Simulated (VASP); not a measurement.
# Ge (P6_3/mmc) in VASP: a series of runs

Ge is run at these levels: PBEsol; tasks: single point, relaxation of cell and atoms.

Program: VASP 6.6.1. These are calculated values, not measurements. Logs are shortened: lines on timing, memory, paths and dates and some standing lists are left out, and cuts for length are marked.

### 1 The cell of the first run

It takes space group P6_3/mmc (No. 194, hexagonal). The conventional cell has a = 3.997 Å, b = 3.997 Å, c = 6.596 Å, α = 90.00°, β = 90.00°, γ = 120.00°. Ge (site symmetry 3m) has 4 Ge at 2.45 to 2.47 Å within 3.2 Å.

### 2 Single point, PBEsol

Input file INCAR:

```
PREC = Accurate
ENCUT = 520
EDIFF = 1E-6
ISMEAR = 0
SIGMA = 0.1
LREAL = F
LASPH = T
NELM = 100
ALGO = Normal
ISIF = 2
LWAVE = F
LCHARG = F
GGA = PS
NBANDS = 36
ISYM = 0
```

Input file KPOINTS:

```
regular mesh
0
Gamma
  9 5 11
```

Input file POSCAR:

```
Ge
1.0
    3.9969678639      0.0000000000      0.0000000000
   -1.9984839319      7.4494192430      0.0000000000
    1.9984839319      1.6084225747      3.0650923151
Ge
4
Direct
    0.6037548102      0.9370881435      0.7295785232
    0.7704214768      0.4370881435      0.8962451898
    0.2295785232      0.5629118565      0.1037548102
    0.3962451898      0.0629118565      0.2704214768
```

Potentials or basis: VASP PAW PBE potentials, release 64 (Ge_d).

Command:

```sh
cat potpaw_PBE.64/Ge_d/POTCAR > POTCAR
mpirun -np 1 vasp_std > vasp.out
```

OUTCAR:

```text
PREC = Accurate
   ENCUT = 520
   EDIFF = 1E-6
   ISMEAR = 0
   LREAL = F
   LASPH = T
   NELM = 100
   ISIF = 2
   GGA = PS
   ISYM = 0

 ion  position               nearest neighbor table
   1  0.604  0.937  0.730-   4 2.45   4 2.45   4 2.45   3 2.47
   2  0.770  0.437  0.896-   3 2.45   3 2.45   3 2.45   4 2.47
   3  0.230  0.563  0.104-   2 2.45   2 2.45   2 2.45   1 2.47
   4  0.396  0.063  0.270-   1 2.45   1 2.45   1 2.45   2 2.47

IMPORTANT INFORMATION: All symmetrisations will be switched off!
NOSYMM: (Re-)initialisation of all symmetry stuff for point group C_1.

----------------------------------------------------------------------------------------

                                     Primitive cell

  volume of cell :      91.2634

  direct lattice vectors                    reciprocal lattice vectors
     3.996967864  0.000000000  0.000000000     0.250189652  0.067119326 -0.198348427
    -1.998483932  7.449419243  0.000000000     0.000000000  0.134238652 -0.070442407
     1.998483932  1.608422575  3.065092315     0.000000000  0.000000000  0.326254448

  length of vectors
     3.996967864  7.712832494  3.996967864     0.326254448  0.151598643  0.326254448

  position of ions in fractional coordinates (direct lattice)
     0.603754810  0.937088143  0.729578523
     0.770421477  0.437088143  0.896245190
     0.229578523  0.562911857  0.103754810
     0.396245190  0.062911857  0.270421477

  ion indices of the primitive-cell ions
   primitive index   ion index
                 1           1
                 2           2
                 3           3
                 4           4

----------------------------------------------------------------------------------------

 KPOINTS: regular mesh

Automatic generation of k-mesh.
 Grid dimensions read from file:
 generate k-points for:    9    5   11

 Generating k-lattice:

  Cartesian coordinates                     Fractional coordinates (reciprocal lattice)
     0.027798850  0.007457703 -0.022038714     0.111111111 -0.000000000  0.000000000
     0.000000000  0.026847730 -0.014088481     0.000000000  0.200000000  0.000000000
     0.000000000  0.000000000  0.029659495     0.000000000  0.000000000  0.090909091

  Length of vectors
     0.036250494  0.030319729  0.029659495

  Shift w.r.t. Gamma in fractional coordinates (k-lattice)
     0.000000000  0.000000000  0.000000000

 -----------------------------------------------------------------------------
|                                                                             |
|           W    W    AA    RRRRR   N    N  II  N    N   GGGG   !!!           |
|           W    W   A  A   R    R  NN   N  II  NN   N  G    G  !!!           |
|           W    W  A    A  R    R  N N  N  II  N N  N  G       !!!           |
|           W WW W  AAAAAA  RRRRR   N  N N  II  N  N N  G  GGG   !            |
|           WW  WW  A    A  R   R   N   NN  II  N   NN  G    G                |
|           W    W  A    A  R    R  N    N  II  N    N   GGGG   !!!           |
|                                                                             |
|     Your reciprocal lattice and k-lattice belong to different lattice       |
|     classes:                                                                |
|                                                                             |
|        The reciprocal lattice is hexagonal,                                 |
|        whereas your k-lattice is triclinic.                                 |
|                                                                             |
|     Results are often still useful ...                                      |
|                                                                             |
 -----------------------------------------------------------------------------

 WARNING: IBZKPT: internal override: KBLOWUP is changed to .FALSE.
      ... skipping the blow-up phase ...

 Subroutine IBZKPT returns following result:
 ===========================================

 Found    248 irreducible k-points:

 Following reciprocal coordinates:
            Coordinates               Weight
  0.000000  0.000000  0.000000      1.000000
  0.111111 -0.000000  0.000000      2.000000
  0.222222 -0.000000  0.000000      2.000000
  0.333333  0.000000  0.000000      2.000000
  0.444444 -0.000000  0.000000      2.000000
  0.000000  0.200000  0.000000      2.000000
[... 16 lines left out ...]
 -0.111111  0.400000  0.000000      2.000000
  0.000000  0.000000  0.090909      2.000000
 [... further k-points ...]
   k-points           NKPTS =    248   k-points in BZ     NKDIM =    248   number of bands    NBANDS=     36
   number of dos      NEDOS =    301   number of ions     NIONS =      4
   total plane-waves  NPLWV =  54000
   dimension x,y,z NGX =    30 NGY =   60 NGZ =   30
   dimension x,y,z NGXF=    60 NGYF=  120 NGZF=   60
   ions per type =               4
   NGX,Y,Z   is equivalent  to a cutoff of  12.48, 12.93, 12.48 a.u.
   NGXF,Y,Z  is equivalent  to a cutoff of  24.96, 25.87, 24.96 a.u.
 SYSTEM =  unknown system
   PREC   = accura    normal or accurate (medium, high low for compatibility)
   ISTART =      0    job   : 0-new  1-cont  2-samecut
   ICHARG =      2    charge: 1-file 2-atom 10-const
   ISPIN  =      1    spin polarized calculation?
   LNONCOLLINEAR =      F non collinear calculations
   LSORBIT =      F    spin-orbit coupling
   LASPH  =      T    aspherical Exc in radial PAW
   ENCUT  =  520.0 eV  38.22 Ry    6.18 a.u.   7.43 14.34  7.43*2*pi/ulx,y,z
   NELM   =    100;   NELMIN=  2; NELMDL= -5     # of ELM steps
   EDIFF  = 0.1E-05   stopping-criterion for ELM
   LREAL  =      F    real-space projection
   EDIFFG = 0.1E-04   stopping-criterion for IOM
   NSW    =      0    number of steps for IOM
   IBRION =     -1    ionic relax: 0-MD 1-quasi-New 2-CG
   NFREE  =      0    steps in history (QN), initial steepest desc. (CG)
   ISIF   =      2    stress and relaxation
   ISYM   =      0    0-nonsym 1-usesym 2-fastsym
   POTIM  = 0.5000    time-step for ionic-motion
   TEBEG  =    0.0;   TEEND  =   0.0 temperature during run
   PSTRESS=    0.0 pullay stress
   NELECT =      56.0000    total number of electrons
   NUPDOWN=      -1.0000    fix difference up-down
   EMIN   =  10.00;   EMAX   =-10.00  energy-range for DOS
   EFERMI =   0.00;   METHOD = LEGACY
   ISMEAR =     0;   SIGMA  =   0.10  broadening in eV -4-tet -1-fermi 0-gaus
   EFERMI_NEDOS =   21; number of points for ismear=-14 and -15
   IALGO  =     38    algorithm
   IMIX   =      4    mixing-type and parameters
     AMIX     =   0.40;   BMIX     =  1.00
     AMIX_MAG =   1.60;   BMIX_MAG =  1.00
  volume/ion in A,a.u.               =      22.82       153.97
  Fermi-wavevector in a.u.,A,eV,Ry     =   1.391144  2.628880 26.331090  1.935281
  Thomas-Fermi vector in A             =   2.515011
   LORBIT       =      0    0 simple, 1 ext, 2 COOP (PROOUT), +10 PAW based schemes
   GGA     = PS    functional components
   LHFCALC =     F    Hartree Fock is set to
   AEXX    =    0.0000 exact exchange contribution
   IVDW    =     0    specifies the selected vdW correction
   LEPSILON=     F    determine dielectric tensor
   LRPA    =     F    only Hartree local field effects (RPA)
 non-spin polarized calculation
 Gauss-broadening in eV      SIGMA  =   0.10
  energy-cutoff  :      520.00
  volume of cell :       91.26
 maximum number of plane-waves:      2491
 NGX is ok and might be reduce to    30
   NGX = 15   NGY = 29   NGZ = 15

 number of electron      56.0000025 magnetization

 Free energy of the ion-electron system (eV)
  ---------------------------------------------------
  ext. energy  EPLUGINS =         0.00000000
  ---------------------------------------------------
  free energy    TOTEN  =       -19.68289575 eV

  energy without entropy =      -19.68217174  energy(sigma->0) =      -19.68253375

 E-fermi :   4.8235     XC(G=0): -10.0864

 val. band max:        4.8049667260   @ k =   0.0000   0.0000   0.0000
 cond. band min:       4.8299349689   @ k =   0.0000   0.2000   0.0000
 fundamental gap:      0.0249682429
 Fermi energy:         4.8235168249

 k-point     1 :       0.0000    0.0000    0.0000
  band No.  band energies     occupation
      1     -20.0054      2.00000
      2     -20.0054      2.00000
      3     -19.9673      2.00000
      4     -19.9669      2.00000
      5     -19.9669      2.00000
      6     -19.9542      2.00000
[... 28 lines left out ...]
     35       9.3773      0.00000
     36      10.7817      0.00000

 k-point     2 :       0.1111   -0.0000    0.0000
  band No.  band energies     occupation
      1     -20.0119      2.00000
      2     -20.0070      2.00000
      3     -19.9740      2.00000
      4     -19.9730      2.00000
      5     -19.9687      2.00000
      6     -19.9455      2.00000
[... 28 lines left out ...]
     35       9.8193      0.00000
     36      11.2272      0.00000

 k-point     3 :       0.2222   -0.0000    0.0000
  band No.  band energies     occupation
      1     -20.0172      2.00000
      2     -20.0088      2.00000
      3     -19.9843      2.00000
      4     -19.9841      2.00000
      5     -19.9686      2.00000
      6     -19.9364      2.00000
[... 28 lines left out ...]
     35      10.8138      0.00000
     36      11.0557      0.00000

 k-point     4 :       0.3333    0.0000    0.0000
  band No.  band energies     occupation
      1     -20.0123      2.00000
      2     -20.0080      2.00000
      3     -19.9937      2.00000
      4     -19.9927      2.00000
      5     -19.9612      2.00000
      6     -19.9349      2.00000
[... 28 lines left out ...]
     35      11.6394      0.00000
     36      12.1416      0.00000

 k-point     5 :       0.4444   -0.0000    0.0000
  band No.  band energies     occupation
      1     -20.0049      2.00000
      2     -20.0016      2.00000
      3     -20.0004      2.00000
      4     -19.9974      2.00000
      5     -19.9487      2.00000
      6     -19.9399      2.00000
[... 655 lines left out ...]
 k-point    22 :      -0.2222    0.4000   -0.0000
  band No.  band energies     occupation
      1     -20.0190      2.00000
      2     -20.0100      2.00000
      3     -19.9847      2.00000
      4     -19.9824      2.00000
      5     -19.9676      2.00000
      6     -19.9353      2.00000
[... 28 lines left out ...]
     35      10.8692      0.00000
     36      10.9449      0.00000

 k-point    23 :      -0.1111    0.4000    0.0000
  band No.  band energies     occupation
      1     -20.0060      2.00000
      2     -20.0024      2.00000
      3     -19.9810      2.00000
      4     -19.9797      2.00000
      5     -19.9673      2.00000
      6     -19.9488      2.00000
[... 28 lines left out ...]
     35       9.3753      0.00000
     36      11.7853      0.00000

 k-point    24 :       0.0000    0.0000    0.0909
  band No.  band energies     occupation
      1     -20.0103      2.00000
      2     -20.0066      2.00000
      3     -19.9722      2.00000
      4     -19.9712      2.00000
      5     -19.9683      2.00000
      6     -19.9476      2.00000
[... 28 lines left out ...]
     35       9.6815      0.00000
     36      11.3079      0.00000

 [... further k-points ...]
[... 5 lines left out ...]
  --------------------------------------------------------------------------------------
  -------------------------------------------------------------------------------------
  Total       -0.0130277     -0.0490010     -0.0352304      0.0004125      0.0105740      0.0011049
  in kB       -0.2287087     -0.8602380     -0.6184879      0.0072411      0.1856321      0.0193963
  external PRESSURE =      -0.5691449 kB  Pullay stress =       0.0000000 kB

 VOLUME and BASIS-vectors are now :
 -----------------------------------------------------------------------------
  energy-cutoff  :      520.00
  volume of cell :       91.26
      direct lattice vectors                 reciprocal lattice vectors
     3.996967864  0.000000000  0.000000000     0.250189652  0.067119326 -0.198348427
    -1.998483932  7.449419243  0.000000000     0.000000000  0.134238652 -0.070442407
     1.998483932  1.608422575  3.065092315     0.000000000  0.000000000  0.326254448

 POSITION                                       TOTAL-FORCE (eV/Angst)
 -----------------------------------------------------------------------------------
      1.99848      8.15423      2.23623        -0.000437      0.005293     -0.002506
      3.99697      4.69759      2.74707        -0.000035      0.005013     -0.003006
      0.00000      4.36025      0.31802         0.000032     -0.005064      0.003035
      1.99848      0.90361      0.82887         0.000440     -0.005241      0.002477
 -----------------------------------------------------------------------------------
    total drift:                               -0.000004      0.000012     -0.000007

  FREE ENERGIE OF THE ION-ELECTRON SYSTEM (eV)
  ---------------------------------------------------
  free  energy   TOTEN  =       -19.6828957544 eV

  energy  without entropy=      -19.6821717406  energy(sigma->0) =      -19.68253375
```

Wall time 4.9 min (1 thread of Intel Xeon 6975P-C (Granite Rapids), shared host); peak memory 0.63 GiB.

Results:

| Quantity | Value |
| --- | --- |
| Free energy | -19.6829 eV |
| Pressure | -0.1 GPa |
| Largest force | 0.006 eV/Å |
| Band gap on the k mesh | 0.02 eV, indirect (least direct gap 0.12 eV) |

Forces in eV/Å, atoms in the order of the input:
```
Ge   0.000  0.005 -0.003
Ge   0.000  0.005 -0.003
Ge   0.000 -0.005  0.003
Ge   0.000 -0.005  0.002
```

Caveat: the PAW data sets were made with another functional, which shifts forces and pressure a little.

(Continued in part 2 of 3.)
